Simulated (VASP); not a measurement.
# TaN (P-6m2) in VASP: single point with LDA

Aim: the single point of TaN with LDA.

Program: VASP 6.6.1. These are calculated values, not measurements. Logs are shortened: lines on timing, memory, paths and dates and some standing lists are left out, and cuts for length are marked.

**1. The cell of the first run**

It takes space group P-6m2 (No. 187, hexagonal). Conventional cell: a = 2.907 Å, b = 2.907 Å, c = 2.852 Å, α = 90.00°, β = 90.00°, γ = 120.00°. Ta (site symmetry -6m2) has 6 N at 2.20 Å and 8 Ta at 2.85 to 2.91 Å within 3.0 Å. Within 3.0 Å of N (site symmetry -6m2) lie 6 Ta at 2.20 Å and 8 N at 2.85 to 2.91 Å.

**2. Single point, LDA**

The input, INCAR:

```
SYSTEM = TaN
PREC     = Accurate       ! precision mode
ENCUT    = 700            ! plane-wave cutoff, eV
EDIFF    = 1E-6           ! SCF threshold, eV
ISMEAR   = 0              ! smearing method
SIGMA    = 0.1            ! smearing width, eV
LREAL    = .False.        ! projectors in reciprocal space
LASPH    = .True.         ! aspherical terms in the spheres
NELM     = 120            ! most SCF steps
ALGO     = Normal         ! electronic algorithm
ISIF     = 2              ! what is computed and relaxed
LWAVE    = .False.        ! write WAVECAR
LCHARG   = .False.        ! write CHGCAR
NBANDS   = 16             ! bands
GGA_COMPAT= .False.
```

The input, KPOINTS:

```
Automatic mesh
0
Gamma
  18 18 14
  0 0 0
```

The input, POSCAR:

```
TaN
1.0
    2.9065969660      0.0000000000      0.0000000000
   -1.4532984830      2.5171868112      0.0000000000
    0.0000000000      0.0000000000      2.8516140276
Ta N
1 1
Direct
    0.3333333333      0.6666666667      0.5000000000
    0.0000000000      0.0000000000      0.0000000000
```

Potentials or basis: VASP PAW LDA potentials, release 64 (Ta_sv_GW, N).

Started as:

```console
cat potpaw_LDA.64/Ta_sv_GW/POTCAR potpaw_LDA.64/N/POTCAR > POTCAR
mpirun -np 1 vasp_std > vasp.out
```

OUTCAR:

```text
SYSTEM = TaN
   PREC = Accurate
   ENCUT = 700
   EDIFF = 1E-6
   ISMEAR = 0
   LREAL = .False.
   LASPH = .True.
   NELM = 120
   ISIF = 2

 ion  position               nearest neighbor table
   1  0.333  0.667  0.500-   2 2.20   2 2.20   2 2.20   2 2.20   2 2.20   2 2.20
   2  0.000  0.000  0.000-   1 2.20   1 2.20   1 2.20   1 2.20   1 2.20   1 2.20

  LATTYP: Found a hexagonal cell.
 ALAT       =     2.9065969660
 C/A-ratio  =     0.9810833979

  Lattice vectors:

 A1 = (   2.9065969660,   0.0000000000,   0.0000000000)
 A2 = (  -1.4532984830,   2.5171868112,   0.0000000000)
 A3 = (   0.0000000000,   0.0000000000,   2.8516140276)

Analysis of symmetry for initial positions (statically):
=====================================================================
 Subroutine PRICEL returns:
 Original cell was already a primitive cell.

 Routine SETGRP: Setting up the symmetry group for a
 hexagonal supercell.

 Subroutine GETGRP returns: Found 12 space group operations
 (whereof 12 operations were pure point group operations)
 out of a pool of 24 trial point group operations.

The static configuration has the point symmetry D_3h.

Analysis of symmetry for dynamics (positions and initial velocities):
=====================================================================
 Subroutine PRICEL returns:
 Original cell was already a primitive cell.

 Routine SETGRP: Setting up the symmetry group for a
 hexagonal supercell.

 Subroutine GETGRP returns: Found 12 space group operations
 (whereof 12 operations were pure point group operations)
 out of a pool of 24 trial point group operations.

The dynamic configuration has the point symmetry D_3h.

 Subroutine INISYM returns: Found 12 space group operations
 (whereof 12 operations are pure point group operations),
 and found     1 'primitive' translations

----------------------------------------------------------------------------------------

                                     Primitive cell

  volume of cell :      20.8637

  direct lattice vectors                    reciprocal lattice vectors
     2.906596966  0.000000000  0.000000000     0.344044947  0.198634443  0.000000000
    -1.453298483  2.517186811  0.000000000     0.000000000  0.397268886  0.000000000
     0.000000000  0.000000000  2.851614028     0.000000000  0.000000000  0.350678595

  length of vectors
     2.906596966  2.906596966  2.851614028     0.397268886  0.397268886  0.350678595

  position of ions in fractional coordinates (direct lattice)
     0.333333333  0.666666667  0.500000000
     0.000000000  0.000000000  0.000000000

  ion indices of the primitive-cell ions
[... 71 lines left out ...]
   LSORBIT =      F    spin-orbit coupling
   LASPH  =      T    aspherical Exc in radial PAW
   ENCUT  =  700.0 eV  51.45 Ry    7.17 a.u.   6.27  6.27  6.15*2*pi/ulx,y,z
   NELM   =    120;   NELMIN=  2; NELMDL= -5     # of ELM steps
   EDIFF  = 0.1E-05   stopping-criterion for ELM
   LREAL  =      F    real-space projection
[... 7 lines left out ...]
   TEBEG  =    0.0;   TEEND  =   0.0 temperature during run
   PSTRESS=    0.0 pullay stress
   NELECT =      18.0000    total number of electrons
   NUPDOWN=      -1.0000    fix difference up-down
   EMIN   =  10.00;   EMAX   =-10.00  energy-range for DOS
   EFERMI =   0.00;   METHOD = LEGACY
   ISMEAR =     0;   SIGMA  =   0.10  broadening in eV -4-tet -1-fermi 0-gaus
   EFERMI_NEDOS =   21; number of points for ismear=-14 and -15
   IALGO  =     38    algorithm
   IMIX   =      4    mixing-type and parameters
     AMIX     =   0.40;   BMIX     =  1.00
     AMIX_MAG =   1.60;   BMIX_MAG =  1.00
  volume/ion in A,a.u.               =      10.43        70.40
  Fermi-wavevector in a.u.,A,eV,Ry     =   1.558483  2.945105 33.046762  2.428868
  Thomas-Fermi vector in A             =   2.661981
   LORBIT       =      0    0 simple, 1 ext, 2 COOP (PROOUT), +10 PAW based schemes
   GGA     = CA    functional components
   LHFCALC =     F    Hartree Fock is set to
   AEXX    =    0.0000 exact exchange contribution
   IVDW    =     0    specifies the selected vdW correction
   LEPSILON=     F    determine dielectric tensor
   LRPA    =     F    only Hartree local field effects (RPA)
 non-spin polarized calculation
 Gauss-broadening in eV      SIGMA  =   0.10
  energy-cutoff  :      700.00
  volume of cell :       20.86
 maximum number of plane-waves:       894
 NGX is ok and might be reduce to    28
   NGX = 13   NGY = 13   NGZ = 13

 number of electron      17.9999999 magnetization

 Free energy of the ion-electron system (eV)
  ---------------------------------------------------
  ext. energy  EPLUGINS =         0.00000000
  ---------------------------------------------------
  free energy    TOTEN  =       -27.22981724 eV

  energy without entropy =      -27.22955915  energy(sigma->0) =      -27.22968819

 E-fermi :  12.5684     XC(G=0): -14.1636

 val. band max:       12.5240710097   @ k =   0.0000   0.0000   0.4286
 cond. band min:      12.5998860722   @ k =   0.0556   0.0000   0.5000
 fundamental gap:      0.0758150625
 Fermi energy:        12.5683590364

 k-point     1 :       0.0000    0.0000    0.0000
  band No.  band energies     occupation
      1     -55.4089      2.00000
      2     -21.9202      2.00000
      3     -21.6439      2.00000
      4     -21.6439      2.00000
      5      -5.1497      2.00000
      6       7.9195      2.00000
[... 433 lines left out ...]
      3     -21.9903      2.00000
      4     -21.7541      2.00000
      5      -2.6786      2.00000
      6       4.4019      2.00000
[... 8 lines left out ...]
     15      25.1293      0.00000
     16      28.6389      0.00000

 [... further k-points ...]

------------------------ aborting loop because EDIFF is reached ----------------------------------------

  FORCE on cell =-STRESS in cart. coord.  units (eV):
  Direction    XX          YY          ZZ          XY          YZ          ZX
  --------------------------------------------------------------------------------------
  -------------------------------------------------------------------------------------
  Total        0.1455088      0.1455088      0.1644914      0.0000000     -0.0000000      0.0000000
  in kB       11.1740041     11.1740041     12.6317316      0.0000000     -0.0000000      0.0000000
  external PRESSURE =      11.6599133 kB  Pullay stress =       0.0000000 kB

 VOLUME and BASIS-vectors are now :
 -----------------------------------------------------------------------------
  energy-cutoff  :      700.00
  volume of cell :       20.86
      direct lattice vectors                 reciprocal lattice vectors
     2.906596966  0.000000000  0.000000000     0.344044947  0.198634443  0.000000000
    -1.453298483  2.517186811  0.000000000     0.000000000  0.397268886  0.000000000
     0.000000000  0.000000000  2.851614028     0.000000000  0.000000000  0.350678595

 POSITION                                       TOTAL-FORCE (eV/Angst)
 -----------------------------------------------------------------------------------
     -0.00000      1.67812      1.42581         0.000000      0.000000      0.000000
      0.00000      0.00000      0.00000        -0.000000      0.000000      0.000000
 -----------------------------------------------------------------------------------
    total drift:                                0.000000     -0.000000     -0.000000

  FREE ENERGIE OF THE ION-ELECTRON SYSTEM (eV)
  ---------------------------------------------------
  free  energy   TOTEN  =       -27.2298172380 eV

  energy  without entropy=      -27.2295591507  energy(sigma->0) =      -27.22968819
```

OSZICAR:

```text
N       E                     dE             d eps       ncg     rms          rms(c)
DAV:   1     0.126068036402E+03    0.12607E+03   -0.13351E+04  9472   0.145E+03
DAV:   2    -0.252280796878E+02   -0.15130E+03   -0.14584E+03 13304   0.339E+02
DAV:   3    -0.307089680720E+02   -0.54809E+01   -0.54742E+01 11056   0.599E+01
DAV:   4    -0.308669429895E+02   -0.15797E+00   -0.15797E+00 13736   0.710E+00
DAV:   5    -0.308702024175E+02   -0.32594E-02   -0.32594E-02 11120   0.724E-01    0.574E+01
DAV:   6    -0.274208725004E+02    0.34493E+01   -0.72729E+00 10096   0.231E+01    0.591E+01
DAV:   7    -0.272884943839E+02    0.13238E+00   -0.42827E-01 10216   0.530E+00    0.255E+01
DAV:   8    -0.272329963142E+02    0.55498E-01   -0.12310E-01 11976   0.268E+00    0.595E+00
DAV:   9    -0.272300169100E+02    0.29794E-02   -0.71659E-03 11784   0.796E-01    0.364E-01
DAV:  10    -0.272298357758E+02    0.18113E-03   -0.14508E-03  9944   0.383E-01    0.274E-01
DAV:  11    -0.272298230229E+02    0.12753E-04   -0.79749E-05 11560   0.922E-02    0.181E-01
DAV:  12    -0.272298173675E+02    0.56554E-05   -0.10238E-05 11280   0.284E-02    0.212E-02
DAV:  13    -0.272298172380E+02    0.12952E-06   -0.12068E-06  7048   0.850E-03
   1 F= -.27229817E+02 E0= -.27229688E+02  d E =-.258087E-03
```

stdout:

```text
POSCAR found type information on POSCAR TaN
 POSCAR found :  2 types and       2 ions
 scaLAPACK will be used
 LDA part: xc-table for (Slater(with rela. corr.)+CA(PZ))
 , standard interpolation
 POSCAR, INCAR and KPOINTS ok, starting setup
 FFT: planning ... GRIDC
 FFT: planning ... GRID_SOFT
 FFT: planning ... GRID
 WAVECAR not read
 entering main loop
```

Wall time 2.9 min (1 thread of Intel Xeon Platinum 8259CL at 2.50GHz (Skylake/Cascade Lake), shared host); peak memory 0.29 GiB.

What came out:

```
Free energy            : -27.2298 eV
Pressure               : 1.2 GPa
Band gap on the k mesh : zero (bands 9 and 10 overlap by 0.37 eV)
```

Levels at points of the mesh, in eV from the Fermi level:
```
           k point  band 6  band 7  band 8  band 9  band 10  band 11  band 12  band 13
(0.00, 0.00, 0.00)   -4.65   -4.65   -4.30   -2.87     2.63     3.76     3.76     4.17
(0.50, 0.00, 0.00)   -8.37   -5.30   -3.56   -3.14     3.12     4.26     5.40     5.55
(0.00, 0.00, 0.50)   -9.45   -3.80   -3.80   -0.08    -0.08     2.56     3.40     3.40
(0.50, 0.00, 0.50)   -7.43   -6.20   -5.83   -0.16     4.46     5.62     6.40     7.39
```

Caveat: spin-orbit coupling is left out, which moves the levels of the heavy elements.

The gap in the log of VASP goes by the Fermi energy; the results here count the filled bands.